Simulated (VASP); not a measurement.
# WC (P1) in VASP: a series of runs

WC is run at these levels: PBEsol; tasks: single point.

All numbers are computed with VASP 6.6.1; they aren't measurements. Logs are shortened: lines on timing, memory, paths and dates and some standing lists are left out, and cuts for length are marked.

**1. The cell of the first run**

The typed cell holds 2 atoms: a = 2.901 Å, b = 2.901 Å, c = 2.829 Å, α = 90.00°, β = 90.00°, γ = 120.00°.

**2. Single point, PBEsol (atom 1 (W) moved by (-0.450, -0.450) A along [1 1 0] and z)**

The input, INCAR:

```
PREC = Accurate
ENCUT = 520
EDIFF = 1E-6
ISMEAR = 0
SIGMA = 0.15
LREAL = F
LASPH = T
NELM = 100
ALGO = Normal
ISIF = 2
LWAVE = F
LCHARG = F
GGA = PS
NBANDS = 16
```

The input, KPOINTS:

```
Automatic mesh
0
Gamma
  6 6 6
```

The input, POSCAR:

```
WC
1.0
    2.9005014360      0.0000000000      0.0000000000
   -1.4502507180      2.5119079273      0.0000000000
    0.0000000000      0.0000000000      2.8290000000
W C
1 1
Direct
   -0.1730424181     -0.1266758419     -0.1590668081
    0.6666666667      0.3333333333      0.5000000000
```

Potentials or basis: VASP PAW PBE potentials, release 64 (W_sv, C).

Command:

```
> cat potpaw_PBE.64/W_sv/POTCAR potpaw_PBE.64/C/POTCAR > POTCAR
> mpirun -np 1 vasp_std > vasp.out
```

OUTCAR:

```text
PREC = Accurate
   ENCUT = 520
   EDIFF = 1E-6
   ISMEAR = 0
   LREAL = F
   LASPH = T
   NELM = 100
   ISIF = 2
   GGA = PS

 ion  position               nearest neighbor table
   1  0.827  0.873  0.841-   2 1.69   2 1.88   2 2.32   2 2.33   2 2.47
   2  0.667  0.333  0.500-   1 1.69   1 1.88   1 2.32   1 2.33   1 2.47

  LATTYP: Found a hexagonal cell.
 ALAT       =     2.9005014360
 C/A-ratio  =     0.9753485949

  Lattice vectors:

 A1 = (   2.9005014360,   0.0000000000,   0.0000000000)
 A2 = (  -1.4502507180,   2.5119079273,   0.0000000000)
 A3 = (   0.0000000000,   0.0000000000,   2.8290000000)

Analysis of symmetry for initial positions (statically):
=====================================================================
 Subroutine PRICEL returns:
 Original cell was already a primitive cell.

 Routine SETGRP: Setting up the symmetry group for a
 hexagonal supercell.

 Subroutine GETGRP returns: Found  1 space group operations
 (whereof  1 operations were pure point group operations)
 out of a pool of 24 trial point group operations.

The static configuration has the point symmetry C_1 .

Analysis of symmetry for dynamics (positions and initial velocities):
=====================================================================
 Subroutine PRICEL returns:
 Original cell was already a primitive cell.

 Routine SETGRP: Setting up the symmetry group for a
 hexagonal supercell.

 Subroutine GETGRP returns: Found  1 space group operations
 (whereof  1 operations were pure point group operations)
 out of a pool of 24 trial point group operations.

The dynamic configuration has the point symmetry C_1 .

 Subroutine INISYM returns: Found  1 space group operations
 (whereof  1 operations are pure point group operations),
 and found     1 'primitive' translations

----------------------------------------------------------------------------------------

                                     Primitive cell

  volume of cell :      20.6115

  direct lattice vectors                    reciprocal lattice vectors
     2.900501436  0.000000000  0.000000000     0.344767973  0.199051882  0.000000000
    -1.450250718  2.511907927  0.000000000     0.000000000  0.398103764  0.000000000
     0.000000000  0.000000000  2.829000000     0.000000000  0.000000000  0.353481796

  length of vectors
     2.900501436  2.900501436  2.829000000     0.398103764  0.398103764  0.353481796

  position of ions in fractional coordinates (direct lattice)
     0.826957582  0.873324158  0.840933192
     0.666666667  0.333333333  0.500000000

  ion indices of the primitive-cell ions
   primitive index   ion index
                 1           1
                 2           2

----------------------------------------------------------------------------------------

 KPOINTS: Automatic mesh

Automatic generation of k-mesh.
 Grid dimensions read from file:
 generate k-points for:    6    6    6

 Generating k-lattice:

  Cartesian coordinates                     Fractional coordinates (reciprocal lattice)
     0.057461329  0.033175314  0.000000000     0.166666667 -0.000000000  0.000000000
     0.000000000  0.066350627  0.000000000     0.000000000  0.166666667  0.000000000
     0.000000000  0.000000000  0.058913633     0.000000000  0.000000000  0.166666667

  Length of vectors
     0.066350627  0.066350627  0.058913633

  Shift w.r.t. Gamma in fractional coordinates (k-lattice)
     0.000000000  0.000000000  0.000000000

 Subroutine IBZKPT returns following result:
 ===========================================

 Found    112 irreducible k-points:

 Following reciprocal coordinates:
            Coordinates               Weight
  0.000000  0.000000  0.000000      1.000000
  0.166667 -0.000000  0.000000      2.000000
  0.000000  0.166667  0.000000      2.000000
 -0.166667  0.166667  0.000000      2.000000
  0.333333 -0.000000  0.000000      2.000000
  0.000000  0.333333  0.000000      2.000000
[... 16 lines left out ...]
  0.000000  0.166667  0.166667      2.000000
 -0.166667  0.166667  0.166667      2.000000
 [... further k-points ...]
   k-points           NKPTS =    112   k-points in BZ     NKDIM =    112   number of bands    NBANDS=     16
   number of dos      NEDOS =    301   number of ions     NIONS =      2
   total plane-waves  NPLWV =  13824
   dimension x,y,z NGX =    24 NGY =   24 NGZ =   24
   dimension x,y,z NGXF=    48 NGYF=   48 NGZF=   48
   ions per type =               1   1
   NGX,Y,Z   is equivalent  to a cutoff of  13.76, 13.76, 14.10 a.u.
   NGXF,Y,Z  is equivalent  to a cutoff of  27.51, 27.51, 28.21 a.u.
 SYSTEM =  unknown system
   PREC   = accura    normal or accurate (medium, high low for compatibility)
   ISTART =      0    job   : 0-new  1-cont  2-samecut
   ICHARG =      2    charge: 1-file 2-atom 10-const
   ISPIN  =      1    spin polarized calculation?
   LNONCOLLINEAR =      F non collinear calculations
   LSORBIT =      F    spin-orbit coupling
   LASPH  =      T    aspherical Exc in radial PAW
   ENCUT  =  520.0 eV  38.22 Ry    6.18 a.u.   5.39  5.39  5.26*2*pi/ulx,y,z
   NELM   =    100;   NELMIN=  2; NELMDL= -5     # of ELM steps
   EDIFF  = 0.1E-05   stopping-criterion for ELM
   LREAL  =      F    real-space projection
   EDIFFG = 0.1E-04   stopping-criterion for IOM
   NSW    =      0    number of steps for IOM
   IBRION =     -1    ionic relax: 0-MD 1-quasi-New 2-CG
   NFREE  =      0    steps in history (QN), initial steepest desc. (CG)
   ISIF   =      2    stress and relaxation
   ISYM   =      2    0-nonsym 1-usesym 2-fastsym
   POTIM  = 0.5000    time-step for ionic-motion
   TEBEG  =    0.0;   TEEND  =   0.0 temperature during run
   PSTRESS=    0.0 pullay stress
   NELECT =      18.0000    total number of electrons
   NUPDOWN=      -1.0000    fix difference up-down
   EMIN   =  10.00;   EMAX   =-10.00  energy-range for DOS
   EFERMI =   0.00;   METHOD = LEGACY
   ISMEAR =     0;   SIGMA  =   0.15  broadening in eV -4-tet -1-fermi 0-gaus
   EFERMI_NEDOS =   21; number of points for ismear=-14 and -15
   IALGO  =     38    algorithm
   IMIX   =      4    mixing-type and parameters
     AMIX     =   0.40;   BMIX     =  1.00
     AMIX_MAG =   1.60;   BMIX_MAG =  1.00
  volume/ion in A,a.u.               =      10.31        69.55
  Fermi-wavevector in a.u.,A,eV,Ry     =   1.564813  2.957068 33.315762  2.448639
  Thomas-Fermi vector in A             =   2.667381
   LORBIT       =      0    0 simple, 1 ext, 2 COOP (PROOUT), +10 PAW based schemes
   GGA     = PS    functional components
   LHFCALC =     F    Hartree Fock is set to
   AEXX    =    0.0000 exact exchange contribution
   IVDW    =     0    specifies the selected vdW correction
   LEPSILON=     F    determine dielectric tensor
   LRPA    =     F    only Hartree local field effects (RPA)
 non-spin polarized calculation
 Gauss-broadening in eV      SIGMA  =   0.15
  energy-cutoff  :      520.00
  volume of cell :       20.61
 maximum number of plane-waves:       580
 NGX is ok and might be reduce to    24
   NGX = 11   NGY = 11   NGZ = 11

 number of electron      18.0000000 magnetization

 Free energy of the ion-electron system (eV)
  ---------------------------------------------------
  ext. energy  EPLUGINS =         0.00000000
  ---------------------------------------------------
  free energy    TOTEN  =       -20.42144529 eV

  energy without entropy =      -20.41365500  energy(sigma->0) =      -20.41755014

 E-fermi :  11.4018     XC(G=0): -13.8031

 val. band max:       11.3783607140   @ k =   0.1667  -0.0000   0.5000
 cond. band min:      11.4057829541   @ k =  -0.3333   0.5000   0.0000
 fundamental gap:      0.0274222401
 Fermi energy:        11.4017899250

 k-point     1 :       0.0000    0.0000    0.0000
  band No.  band energies     occupation
      1     -62.5111      2.00000
      2     -26.9352      2.00000
      3     -26.6081      2.00000
      4     -26.4029      2.00000
      5      -3.3896      2.00000
      6       4.6578      2.00000
[... 8 lines left out ...]
     15      24.7622      0.00000
     16      27.1934      0.00000

 k-point     2 :       0.1667   -0.0000    0.0000
  band No.  band energies     occupation
      1     -62.4955      2.00000
      2     -26.9819      2.00000
      3     -26.6609      2.00000
      4     -26.5513      2.00000
      5      -2.8242      2.00000
      6       4.7121      2.00000
[... 8 lines left out ...]
     15      23.3988      0.00000
     16      28.3037      0.00000

 k-point     3 :       0.0000    0.1667    0.0000
  band No.  band energies     occupation
      1     -62.4944      2.00000
      2     -27.1354      2.00000
      3     -26.6254      2.00000
      4     -26.4678      2.00000
      5      -2.5414      2.00000
      6       4.7896      2.00000
[... 8 lines left out ...]
     15      24.4657      0.00000
     16      27.6393      0.00000

 k-point     4 :      -0.1667    0.1667    0.0000
  band No.  band energies     occupation
      1     -62.4946      2.00000
      2     -27.0858      2.00000
      3     -26.6712      2.00000
      4     -26.4671      2.00000
      5      -2.5700      2.00000
      6       4.8339      2.00000
[... 8 lines left out ...]
     15      24.6935      0.00000
     16      26.1780      0.00000
[... 324 lines left out ...]
 k-point    22 :       0.1667   -0.0000    0.1667
  band No.  band energies     occupation
      1     -62.4846      2.00000
      2     -27.0401      2.00000
      3     -26.7208      2.00000
      4     -26.5944      2.00000
      5      -2.2487      2.00000
      6       4.6565      2.00000
[... 8 lines left out ...]
     15      24.4422      0.00000
     16      27.3186      0.00000

 k-point    23 :       0.0000    0.1667    0.1667
  band No.  band energies     occupation
      1     -62.4835      2.00000
      2     -27.1570      2.00000
      3     -26.7688      2.00000
      4     -26.4632      2.00000
      5      -1.9851      2.00000
      6       5.0493      2.00000
[... 8 lines left out ...]
     15      24.9336      0.00000
     16      27.6327      0.00000

 k-point    24 :      -0.1667    0.1667    0.1667
  band No.  band energies     occupation
      1     -62.4837      2.00000
      2     -27.1097      2.00000
      3     -26.7886      2.00000
      4     -26.4862      2.00000
      5      -2.0253      2.00000
      6       4.9398      2.00000
[... 8 lines left out ...]
     15      25.0320      0.00000
     16      26.6885      0.00000

 [... further k-points ...]
[... 5 lines left out ...]
  --------------------------------------------------------------------------------------
  -------------------------------------------------------------------------------------
  Total        3.7366309     15.6000703     10.6013746     -5.3400969      6.6658036      1.0700197
  in kB      290.4564568   1212.6274328    824.0679321   -415.0973564    518.1474285     83.1749574
  external PRESSURE =     775.7172739 kB  Pullay stress =       0.0000000 kB

 VOLUME and BASIS-vectors are now :
 -----------------------------------------------------------------------------
  energy-cutoff  :      520.00
  volume of cell :       20.61
      direct lattice vectors                 reciprocal lattice vectors
     2.900501436  0.000000000  0.000000000     0.344767973  0.199051882  0.000000000
    -1.450250718  2.511907927  0.000000000     0.000000000  0.398103764  0.000000000
     0.000000000  0.000000000  2.829000000     0.000000000  0.000000000  0.353481796

 POSITION                                       TOTAL-FORCE (eV/Angst)
 -----------------------------------------------------------------------------------
      1.13205      2.19371      2.37900         1.612500      7.526022      9.984223
      1.45025      0.83730      1.41450        -1.612500     -7.526022     -9.984223
 -----------------------------------------------------------------------------------
    total drift:                                0.000115     -0.000315     -0.000552

  FREE ENERGIE OF THE ION-ELECTRON SYSTEM (eV)
  ---------------------------------------------------
  free  energy   TOTEN  =       -20.4214452927 eV

  energy  without entropy=      -20.4136549967  energy(sigma->0) =      -20.41755014
```

It took 11 s on 1 thread of Intel Xeon 6975P-C (Granite Rapids), shared host; peak memory 0.17 GiB.

Results:

| Property | Result |
| --- | --- |
| Free energy | -20.4214 eV |
| Pressure | 77.6 GPa |
| Largest force | 12.607 eV/Å |
| Band gap on the k mesh | zero (band 9 reaches 12.39 eV, above the bottom of band 10 at 11.23 eV) |

Forces in eV/Å, atoms in the order of the input:
```
W    1.613  7.526  9.984
C   -1.613 -7.526 -9.984
```

Caveat: the k points lie up to 0.42 Å⁻¹ apart; the cell differs from its parent crystal (atom 1 (W) moved by (-0.450, -0.450) A along [1 1 0] and z); the PAW data sets were made with another functional, which shifts forces and pressure a little; spin-orbit coupling is left out, which moves the levels of the heavy elements.

**3. Single point, PBEsol (atom 1 (W) moved by (+0.450, -0.450) A along [1 1 0] and z)**

The input, INCAR:

```
PREC = Accurate
ENCUT = 520
EDIFF = 1E-6
ISMEAR = 0
SIGMA = 0.15
LREAL = False
LASPH = True
NELM = 100
ALGO = Normal
ISIF = 2
LWAVE = False
LCHARG = False
GGA = PS
NBANDS = 16
```

KPOINTS is that of step 2.

POSCAR: that of step 2 with these lines changed.

```diff
@@ -8,3 +8,3 @@
 Direct
-   -0.1730424181     -0.1266758419     -0.1590668081
+    0.1730424181      0.1266758419     -0.1590668081
     0.6666666667      0.3333333333      0.5000000000
```

Potentials or basis: VASP PAW PBE potentials, release 64 (W_sv, C).

Command:

```
> cat potpaw_PBE.64/W_sv/POTCAR potpaw_PBE.64/C/POTCAR > POTCAR
> mpirun -np 1 vasp_std > vasp.out
```

Run time: 10 s. Hardware: 1 thread of Intel Xeon 6975P-C (Granite Rapids), shared host; peak memory 0.16 GiB.

It converged, with:

| Item | Value |
| --- | --- |
| Free energy | -19.1590 eV |
| Pressure | 98.0 GPa |
| Largest force | 20.709 eV/Å |
| Band gap on the k mesh | zero (band 9 reaches 12.09 eV, above the bottom of band 10 at 11.09 eV) |

Forces in eV/Å, atoms in the order of the input:
```
W   -13.712  -7.475  13.600
C    13.712   7.475 -13.600
```

Stress tensor (GPa, compression positive):
```
 141.00   57.42 -100.55
  57.42   33.76  -52.46
-100.55  -52.46  119.36
```

Levels at points of the mesh, in eV from the Fermi level:
| k point | band 5 | band 6 | band 7 | band 8 | band 9 | band 10 | band 11 | band 12 | band 13 | band 14 |
| --- | --- | --- | --- | --- | --- | --- | --- | --- | --- | --- |
| (0.00, 0.00, 0.00) | -14.72 | -7.28 | -5.37 | -4.48 | 0.03 | 2.46 | 3.24 | 5.68 | 7.85 | 8.61 |
| (0.50, 0.00, 0.00) | -10.57 | -8.47 | -5.00 | -4.09 | -1.65 | 3.07 | 3.43 | 3.93 | 4.32 | 11.07 |
| (0.00, 0.50, 0.00) | -12.28 | -6.95 | -6.70 | -3.71 | -0.34 | 2.97 | 3.76 | 5.16 | 6.73 | 10.30 |
| (0.50, 0.50, 0.00) | -11.61 | -7.37 | -6.73 | -4.02 | 0.17 | 2.99 | 3.56 | 5.03 | 6.56 | 9.45 |
| (0.00, 0.00, 0.50) | -11.59 | -8.49 | -5.39 | -4.04 | -1.21 | 0.13 | 3.57 | 4.97 | 6.77 | 10.42 |
| (0.50, 0.00, 0.50) | -12.25 | -6.58 | -4.44 | -2.72 | -1.09 | 3.68 | 4.29 | 5.25 | 5.95 | 8.38 |
| (0.00, 0.50, 0.50) | -11.08 | -8.65 | -5.89 | -4.65 | 0.59 | 3.23 | 4.60 | 6.39 | 7.76 | 10.49 |
| (0.50, 0.50, 0.50) | -11.51 | -7.99 | -5.05 | -3.64 | 0.01 | 2.16 | 4.55 | 5.41 | 7.28 | 10.38 |

Caveat: the k points lie up to 0.42 Å⁻¹ apart; the cell differs from its parent crystal (atom 1 (W) moved by (+0.450, -0.450) A along [1 1 0] and z); the PAW data sets were made with another functional, which shifts forces and pressure a little; spin-orbit coupling is left out, which moves the levels of the heavy elements.
